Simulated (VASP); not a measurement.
Crystal: TiO.

```
CELL_PARAMETERS angstrom
3.03100 0.00000 0.00000
-1.51550 2.62492 0.00000
0.00000 0.00000 3.23770
ATOMIC_POSITIONS crystal
Ti 0.66667 0.33333 0.00000
O 0.00000 0.00000 0.50000
```

Program: VASP 6.6.1. Alike in all runs: task single point; level PBEsol; potentials or basis VASP PAW PBE potentials, release 64 (Ti_sv, O); no spin polarisation; cell as given; cutoff (eV) 520; smearing gaussian 0.1 eV. Hardware: 1 thread of Intel(R) Xeon(R) 6975P-C (Granite Rapids), on a shared host.

Task: Order these runs on this cell by their wall time, lowest first.
A. k mesh 6 × 6 × 6
B. k mesh 1 × 1 × 1
C. k mesh 12 × 12 × 10

Result: B (2 s), A (4.7 s), C (16 s).

Caveats: some runs use coarse meshes.
